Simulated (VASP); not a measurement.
A run of VASP 6.6.1 is set up as follows.

File INCAR:

```
ALGO = Normal
EDIFF = 1E-6
ENCUT = 520
GGA = PS
ISIF = 2
ISMEAR = 0
LASPH = True
LCHARG = False
LREAL = False
LWAVE = False
NBANDS = 84
NELM = 100
PREC = Accurate
SIGMA = 0.05
```

File KPOINTS:

```
k-points
0
Gamma
  3 2 4
```

Contents of POSCAR:

```
Ti12H
1.0
    5.9000000000      0.0000000000      0.0000000000
   -4.4250000000      7.6643250000      0.0000000000
    0.0000000000      0.0000000000      4.6846000000
Ti H
12 1
Direct
   -0.0012654199     -0.0020958140     -0.0025521923
    0.1658002661      0.2168554961      0.5030329164
   -0.0136655847      0.3266174125     -0.0018644068
    0.1598853533      0.5569596801      0.5072892029
    0.0028131438      0.6693951522      0.0024446057
    0.1669614021      0.8881772367      0.5020420100
    0.5025987950      0.0011999752     -0.0068074115
    0.6649188545      0.2173424274      0.4977946890
    0.5124499961      0.3273586389     -0.0046042352
    0.6722149405      0.5586592427      0.5046844981
    0.5062022369      0.6753143949      0.0006175554
    0.6671910301      0.8905493961      0.4990968279
    0.3319736838      0.4449233298      0.3744484054
```

Potentials or basis: VASP PAW PBE potentials, release 64 (Ti_sv, H).

Run with:

```console
$ cat potpaw_PBE.64/Ti_sv/POTCAR potpaw_PBE.64/H/POTCAR > POTCAR
$ mpirun -np 1 vasp_std > vasp.out
```

**Question.** What does it give for the largest force?

**Answer.** 0.648 eV/Å.

**Question.** Estimate the pressure.

**Answer.** -4.6 GPa.

**Question.** What does it give for the band gap on the k mesh?

**Answer.** Zero (an odd number of electrons rules out a gap without spin polarisation).

Stress tensor (GPa, compression positive):
```
-4.78 -0.13 -0.14
-0.13 -4.47  0.09
-0.14  0.09 -4.48
```

Caveat: the k points lie up to 0.41 Å⁻¹ apart, too coarse for converged energies and pressures of a metal; the PAW data sets were made with another functional, which shifts forces and pressure a little.
